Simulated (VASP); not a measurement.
# Sb2Se3 (Pmmm) in VASP: single point with PBE

Aim: the single point of Sb2Se3 with PBE.

Program: VASP 6.6.1. These are calculated values, not measurements. Logs are shortened: lines on timing, memory, paths and dates and some standing lists are left out, and cuts for length are marked.

### Step 1. The cell of the first run

The structure is orthorhombic, space group Pmmm (No. 47). Conventional cell: a = 3.967 Å, b = 5.443 Å, c = 6.572 Å, α = 90.00°, β = 90.00°, γ = 90.00°. Sb (site symmetry mm2) has 1 Sb at 2.69 Å and 2 Se at 2.77 Å within 3.5 Å. Se (site symmetry mmm) has 2 Se at 2.72 Å and 4 Sb at 2.77 Å within 3.6 Å. Within 4.3 Å of Se (site symmetry mmm) lie 8 Se at 3.29 to 4.27 Å and 8 Sb at 3.63 Å. Within 3.6 Å of Se (site symmetry mmm) lie 4 Se at 2.72 to 3.29 Å.

### Step 2. Single point, PBE

INCAR

```
SYSTEM = Sb2Se3
ALGO = Normal
EDIFF = 1E-6
ENCUT = 500
GGA = PE
GGA_COMPAT = .False.
ISIF = 2
ISMEAR = 0
LASPH = .True.
LCHARG = .True.
LELF = .True.
LREAL = .False.
LVHAR = .True.
LWAVE = .False.
NBANDS = 22
NELM = 120
PREC = Accurate
SIGMA = 0.15
```

KPOINTS

```
k-points
0
Gamma
  3 2 2
  0 0 0
```

POSCAR

```
Sb2Se3
1.0
    3.9669058535      0.0000000000      0.0000000000
    0.0000000000      5.4434949495      0.0000000000
    0.0000000000      0.0000000000      6.5719151694
Sb Se
2 3
Direct
    0.5000000000      0.5000000000      0.7951924603
    0.5000000000      0.5000000000      0.2048075397
    0.0000000000      0.5000000000      0.5000000000
    0.0000000000      0.0000000000      0.0000000000
    0.0000000000      0.0000000000      0.5000000000
```

Potentials or basis: VASP PAW PBE potentials, release 64 (Sb, Se).

The run is started by

```
$ cat potpaw_PBE.64/Sb/POTCAR potpaw_PBE.64/Se/POTCAR > POTCAR
$ mpirun -np 1 vasp_std > vasp.out
```

OUTCAR:

```text
SYSTEM = Sb2Se3
   EDIFF = 1E-6
   ENCUT = 500
   GGA = PE
   ISIF = 2
   ISMEAR = 0
   LASPH = .True.
   LREAL = .False.
   NELM = 120
   PREC = Accurate

 ion  position               nearest neighbor table
   1  0.500  0.500  0.795-   2 2.69   3 2.77   3 2.77
   2  0.500  0.500  0.205-   1 2.69   3 2.77   3 2.77
   3  0.000  0.500  0.500-   5 2.72   5 2.72   1 2.77   2 2.77   1 2.77   2 2.77
   4  0.000  0.000  0.000-
   5  0.000  0.000  0.500-   3 2.72   3 2.72

  LATTYP: Found a simple orthorhombic cell.
 ALAT       =     3.9669058535
 B/A-ratio  =     1.3722269069
 C/A-ratio  =     1.6566854400

  Lattice vectors:

 A1 = (   3.9669058535,   0.0000000000,   0.0000000000)
 A2 = (   0.0000000000,   5.4434949495,   0.0000000000)
 A3 = (   0.0000000000,   0.0000000000,   6.5719151694)

Analysis of symmetry for initial positions (statically):
=====================================================================
 Subroutine PRICEL returns:
 Original cell was already a primitive cell.

 Routine SETGRP: Setting up the symmetry group for a
 simple orthorhombic supercell.

 Subroutine GETGRP returns: Found  8 space group operations
 (whereof  8 operations were pure point group operations)
 out of a pool of  8 trial point group operations.

The static configuration has the point symmetry D_2h.

Analysis of symmetry for dynamics (positions and initial velocities):
=====================================================================
 Subroutine PRICEL returns:
 Original cell was already a primitive cell.

 Routine SETGRP: Setting up the symmetry group for a
 simple orthorhombic supercell.

 Subroutine GETGRP returns: Found  8 space group operations
 (whereof  8 operations were pure point group operations)
 out of a pool of  8 trial point group operations.

The dynamic configuration has the point symmetry D_2h.

 Subroutine INISYM returns: Found  8 space group operations
 (whereof  8 operations are pure point group operations),
 and found     1 'primitive' translations

----------------------------------------------------------------------------------------

                                     Primitive cell

  volume of cell :     141.9128

  direct lattice vectors                    reciprocal lattice vectors
     3.966905854  0.000000000  0.000000000     0.252085640  0.000000000  0.000000000
     0.000000000  5.443494949  0.000000000     0.000000000  0.183705507  0.000000000
     0.000000000  0.000000000  6.571915169     0.000000000  0.000000000  0.152162646

  length of vectors
     3.966905854  5.443494949  6.571915169     0.252085640  0.183705507  0.152162646

  position of ions in fractional coordinates (direct lattice)
     0.500000000  0.500000000  0.795192460
     0.500000000  0.500000000  0.204807540
     0.000000000  0.500000000  0.500000000
     0.000000000  0.000000000  0.000000000
     0.000000000  0.000000000  0.500000000

  ion indices of the primitive-cell ions
   primitive index   ion index
                 1           1
                 2           2
                 3           3
                 4           4
                 5           5

----------------------------------------------------------------------------------------

 KPOINTS: k-points

Automatic generation of k-mesh.
 Grid dimensions read from file:
 generate k-points for:    3    2    2

 Generating k-lattice:

  Cartesian coordinates                     Fractional coordinates (reciprocal lattice)
     0.084028547  0.000000000  0.000000000     0.333333333  0.000000000  0.000000000
     0.000000000  0.091852754  0.000000000     0.000000000  0.500000000  0.000000000
     0.000000000  0.000000000  0.076081323     0.000000000  0.000000000  0.500000000

  Length of vectors
     0.084028547  0.091852754  0.076081323

  Shift w.r.t. Gamma in fractional coordinates (k-lattice)
     0.000000000  0.000000000  0.000000000

 Subroutine IBZKPT returns following result:
 ===========================================

 Found      8 irreducible k-points:

 Following reciprocal coordinates:
            Coordinates               Weight
  0.000000  0.000000  0.000000      1.000000
  0.333333  0.000000  0.000000      2.000000
  0.000000  0.500000  0.000000      1.000000
  0.333333  0.500000  0.000000      2.000000
  0.000000  0.000000  0.500000      1.000000
  0.333333  0.000000  0.500000      2.000000
  0.000000  0.500000  0.500000      1.000000
  0.333333  0.500000  0.500000      2.000000
   k-points           NKPTS =      8   k-points in BZ     NKDIM =      8   number of bands    NBANDS=     22
   number of dos      NEDOS =    301   number of ions     NIONS =      5
   total plane-waves  NPLWV =  57600
   dimension x,y,z NGX =    30 NGY =   40 NGZ =   48
   dimension x,y,z NGXF=    60 NGYF=   80 NGZF=   96
   ions per type =               2   3
   NGX,Y,Z   is equivalent  to a cutoff of  12.57, 12.22, 12.14 a.u.
   NGXF,Y,Z  is equivalent  to a cutoff of  25.14, 24.43, 24.28 a.u.
 SYSTEM =  Sb2Se3
   PREC   = accura    normal or accurate (medium, high low for compatibility)
   ISTART =      0    job   : 0-new  1-cont  2-samecut
   ICHARG =      2    charge: 1-file 2-atom 10-const
   ISPIN  =      1    spin polarized calculation?
   LNONCOLLINEAR =      F non collinear calculations
   LSORBIT =      F    spin-orbit coupling
   LASPH  =      T    aspherical Exc in radial PAW
   ENCUT  =  500.0 eV  36.75 Ry    6.06 a.u.   7.23  9.92 11.98*2*pi/ulx,y,z
   NELM   =    120;   NELMIN=  2; NELMDL= -5     # of ELM steps
   EDIFF  = 0.1E-05   stopping-criterion for ELM
   LREAL  =      F    real-space projection
   EDIFFG = 0.1E-04   stopping-criterion for IOM
   NSW    =      0    number of steps for IOM
   IBRION =     -1    ionic relax: 0-MD 1-quasi-New 2-CG
   NFREE  =      0    steps in history (QN), initial steepest desc. (CG)
   ISIF   =      2    stress and relaxation
   ISYM   =      2    0-nonsym 1-usesym 2-fastsym
   POTIM  = 0.5000    time-step for ionic-motion
   TEBEG  =    0.0;   TEEND  =   0.0 temperature during run
   PSTRESS=    0.0 pullay stress
   NELECT =      28.0000    total number of electrons
   NUPDOWN=      -1.0000    fix difference up-down
   EMIN   =  10.00;   EMAX   =-10.00  energy-range for DOS
   EFERMI =   0.00;   METHOD = LEGACY
   ISMEAR =     0;   SIGMA  =   0.15  broadening in eV -4-tet -1-fermi 0-gaus
   EFERMI_NEDOS =   21; number of points for ismear=-14 and -15
   IALGO  =     38    algorithm
   IMIX   =      4    mixing-type and parameters
     AMIX     =   0.40;   BMIX     =  1.00
     AMIX_MAG =   1.60;   BMIX_MAG =  1.00
  volume/ion in A,a.u.               =      28.38       191.54
  Fermi-wavevector in a.u.,A,eV,Ry     =   0.953060  1.801022 12.358492  0.908324
  Thomas-Fermi vector in A             =   2.081680
   LORBIT       =      0    0 simple, 1 ext, 2 COOP (PROOUT), +10 PAW based schemes
   GGA     = PE    functional components
   LHFCALC =     F    Hartree Fock is set to
   AEXX    =    0.0000 exact exchange contribution
   IVDW    =     0    specifies the selected vdW correction
   LEPSILON=     F    determine dielectric tensor
   LRPA    =     F    only Hartree local field effects (RPA)
 non-spin polarized calculation
 Gauss-broadening in eV      SIGMA  =   0.15
  energy-cutoff  :      500.00
  volume of cell :      141.91
 maximum number of plane-waves:      3628
 NGX is ok and might be reduce to    30
   NGX = 15   NGY = 19   NGZ = 23

 number of electron      28.0000005 magnetization

 Free energy of the ion-electron system (eV)
  ---------------------------------------------------
  ext. energy  EPLUGINS =         0.00000000
  ---------------------------------------------------
  free energy    TOTEN  =       -16.59287126 eV

  energy without entropy =      -16.56851537  energy(sigma->0) =      -16.58069332

 E-fermi :   4.2826     XC(G=0):  -9.2760

 val. band max:        4.2543766366   @ k =   0.3333   0.0000   0.5000
 cond. band min:       4.4995077935   @ k =   0.0000   0.5000   0.0000
 fundamental gap:      0.2451311569
 Fermi energy:         4.2825931853

 k-point     1 :       0.0000    0.0000    0.0000
  band No.  band energies     occupation
      1     -10.4861      2.00000
      2      -7.6933      2.00000
      3      -6.9685      2.00000
      4      -4.9782      2.00000
      5      -4.7560      2.00000
      6      -1.3352      2.00000
[... 14 lines left out ...]
     21       9.3619      0.00000
     22       9.8215      0.00000

 k-point     2 :       0.3333    0.0000    0.0000
  band No.  band energies     occupation
      1      -9.9903      2.00000
      2      -7.4569      2.00000
      3      -6.7318      2.00000
      4      -5.7860      2.00000
      5      -3.8779      2.00000
      6      -1.4310      2.00000
[... 14 lines left out ...]
     21       9.6734      0.00000
     22       9.7647      0.00000

 k-point     3 :       0.0000    0.5000    0.0000
  band No.  band energies     occupation
      1     -10.1506      2.00000
      2      -8.1477      2.00000
      3      -7.1860      2.00000
      4      -5.5382      2.00000
      5      -4.6585      2.00000
      6       0.6201      2.00000
[... 14 lines left out ...]
     21       9.1522      0.00000
     22       9.9971      0.00000

 k-point     4 :       0.3333    0.5000    0.0000
  band No.  band energies     occupation
      1      -9.5991      2.00000
      2      -7.9496      2.00000
      3      -7.0272      2.00000
      4      -5.9663      2.00000
      5      -3.8018      2.00000
      6      -1.4365      2.00000
[... 14 lines left out ...]
     21      10.9672      0.00000
     22      11.6448      0.00000

 k-point     5 :       0.0000    0.0000    0.5000
  band No.  band energies     occupation
      1     -10.3917      2.00000
      2      -7.9411      2.00000
      3      -6.9363      2.00000
      4      -5.9864      2.00000
      5      -2.6055      2.00000
      6      -1.1894      2.00000
[... 14 lines left out ...]
     21       9.8872      0.00000
     22      10.7794      0.00000

 k-point     6 :       0.3333    0.0000    0.5000
  band No.  band energies     occupation
      1      -9.9359      2.00000
      2      -7.5164      2.00000
      3      -6.7224      2.00000
      4      -5.8405      2.00000
      5      -4.3920      2.00000
      6      -0.8449      2.00000
[... 14 lines left out ...]
     21      10.1411      0.00000
     22      10.5402      0.00000

 k-point     7 :       0.0000    0.5000    0.5000
  band No.  band energies     occupation
      1     -10.0672      2.00000
      2      -7.8692      2.00000
      3      -7.5588      2.00000
      4      -6.6122      2.00000
      5      -2.5395      2.00000
      6      -0.2036      2.00000
[... 14 lines left out ...]
     21      11.2572      0.00000
     22      11.3149      0.00000

 k-point     8 :       0.3333    0.5000    0.5000
  band No.  band energies     occupation
      1      -9.5566      2.00000
      2      -7.6981      2.00000
      3      -7.3619      2.00000
      4      -6.0131      2.00000
      5      -4.3372      2.00000
      6      -0.8692      2.00000
[... 14 lines left out ...]
     21      10.8638      0.00000
     22      11.9992      0.00000

------------------------ aborting loop because EDIFF is reached ----------------------------------------

  FORCE on cell =-STRESS in cart. coord.  units (eV):
  Direction    XX          YY          ZZ          XY          YZ          ZX
  --------------------------------------------------------------------------------------
  -------------------------------------------------------------------------------------
  Total        0.6276046      0.5358016     -0.2387010     -0.0000000      0.0000000      0.0000000
  in kB        7.0855734      6.0491306     -2.6949036     -0.0000000      0.0000000      0.0000000
  external PRESSURE =       3.4799335 kB  Pullay stress =       0.0000000 kB

 VOLUME and BASIS-vectors are now :
 -----------------------------------------------------------------------------
  energy-cutoff  :      500.00
  volume of cell :      141.91
      direct lattice vectors                 reciprocal lattice vectors
     3.966905854  0.000000000  0.000000000     0.252085640  0.000000000  0.000000000
     0.000000000  5.443494949  0.000000000     0.000000000  0.183705507  0.000000000
     0.000000000  0.000000000  6.571915169     0.000000000  0.000000000  0.152162646

 POSITION                                       TOTAL-FORCE (eV/Angst)
 -----------------------------------------------------------------------------------
      1.98345      2.72175      5.22594         0.000000      0.000000      0.020941
      1.98345      2.72175      1.34598         0.000000      0.000000     -0.020941
      0.00000      2.72175      3.28596         0.000000      0.000000      0.000000
      0.00000      0.00000      0.00000         0.000000      0.000000      0.000000
      0.00000      0.00000      3.28596         0.000000      0.000000      0.000000
 -----------------------------------------------------------------------------------
    total drift:                               -0.000000      0.000000     -0.000000

  FREE ENERGIE OF THE ION-ELECTRON SYSTEM (eV)
  ---------------------------------------------------
  free  energy   TOTEN  =       -16.5928712638 eV

  energy  without entropy=      -16.5685153679  energy(sigma->0) =      -16.58069332
```

Run time: 49 s. Hardware: 1 thread of AMD EPYC 7R13, shared host; peak memory 0.2 GiB.

Results:

- Free energy: -16.5929 eV
- Pressure: 0.3 GPa
- Largest force: 0.021 eV/Å
- Band gap on the k mesh: zero (band 14 reaches 5.18 eV, above the bottom of band 15 at 3.71 eV)

Forces in eV/Å, atoms in the order of the input:
```
Sb   0.000  0.000  0.021
Sb   0.000  0.000 -0.021
Se   0.000  0.000  0.000
Se   0.000  0.000  0.000
Se   0.000  0.000  0.000
```

Caveat: the k points lie up to 0.58 Å⁻¹ apart; spin-orbit coupling is left out, which moves the levels of the heavy elements.
